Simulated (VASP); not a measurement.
The system is Ga2O3.

```
Ga O
1.0
     2.52898    1.46010    4.54131
    -2.52898    1.46010    4.54131
     0.00000   -2.92021    4.54131
Ga O
4 6
Cartesian
  0.0000 0.0000 11.6577
  0.0000 0.0000 8.7781
  0.0000 0.0000 1.9662
  0.0000 0.0000 4.8458
  0.7680 1.5900 5.6766
  0.9929 -1.4601 5.6766
  -1.7610 -0.1298 5.6766
  -0.7680 -1.5900 7.9473
  1.7610 0.1298 7.9473
  -0.9929 1.4601 7.9473
```

Base run:

```yaml
Program: VASP 6.6.1
Functional: r2SCAN
Potentials_or_basis: VASP PAW PBE potentials, release 64 (Ga_d, O)
Cutoff: 660 eV
k_mesh: 7 × 7 × 7
Occupations: fermi-dirac, width 0.01 eV
Spin: no spin polarisation
```

Its results: band gap on the k mesh 3.08 eV (least direct gap 3.31 eV); pressure -8.0 GPa; largest force 0.067 eV/Å.

Task: The run is repeated on the same cell with these changes: functional from r2SCAN to PBE; cutoff from 660 eV to 600 eV. What comes out?

Result: Band gap on the k mesh 2.40 eV (least direct gap 2.63 eV); pressure 0.7 GPa; largest force 0.041 eV/Å.

Caveats: the cell stands under tension (at least some runs); the PAW data sets were made with another functional, which shifts forces and pressure a little (at least some runs).

A k mesh can miss the band edges.
